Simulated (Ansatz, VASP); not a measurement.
Ba: VASP beside Ansatz

Contents of INCAR:

```
SYSTEM = Ba
  PREC = Accurate
  ENCUT = 520
  EDIFF = 1E-6
  ISMEAR = -1
  SIGMA = 0.08
  LREAL = .False.
  LASPH = .True.
  NELM = 80
  ALGO = Normal
  ISIF = 2
  LWAVE = .False.
  LCHARG = .True.
  GGA = PE
  LELF = .True.
  LVHAR = .True.
  NBANDS = 11
```

Contents of KPOINTS:

```
regular mesh
0
Gamma
  11 11 11
  0 0 0
```

POSCAR

```
Ba
1.0
   -2.3706387924      2.3706387924      2.3706387924
    2.3706387924     -2.3706387924      2.3706387924
    2.3706387924      2.3706387924     -2.3706387924
Ba
1
Direct
    0.0000000000      0.0000000000      0.0000000000
```

Input for Ansatz:

```yaml
crystal:
  lattice:
    - [-2.3706387924, 2.3706387924, 2.3706387924]
    - [2.3706387924, -2.3706387924, 2.3706387924]
    - [2.3706387924, 2.3706387924, -2.3706387924]
  atoms:
    - { symbol: Ba, position: [0.0, 0.0, 0.0] }
kpoints:
  mp_grid: { grid: [11, 11, 11] }
scf:
  occupations: { method: fermi_dirac, width: 0.08 }
hamiltonian:
  xc: pbe
  pseudopotentials: { kind: all_electron, lapw: { basis_error: 0.001 } }
output:
  forces: true
  stress: true
  eigenvalues: true
  populations: true
```

Change from the starting cell: volume scaled by 0.84, LAPW.

Alike in both runs: task single point; functional PBE; k mesh 11 × 11 × 11; occupations fermi-dirac, width 0.08 eV; no spin polarisation.

```csv
,VASP,Ansatz
version,VASP 6.6.1,Ansatz 0.2.0
potentials or method,"VASP PAW PBE potentials, release 64 (Ba_sv), cutoff 520 eV","all-electron LAPW, scalar-relativistic"
```

Ansatz gave:

| Item | Value |
| --- | --- |
| pressure (GPa) | 1.9 |

Q: Which values does VASP return?

A: Pressure (GPa): 2.0.

Ansatz ran all-electron here, and VASP with PAW potentials.

Neither program's run includes spin-orbit coupling.
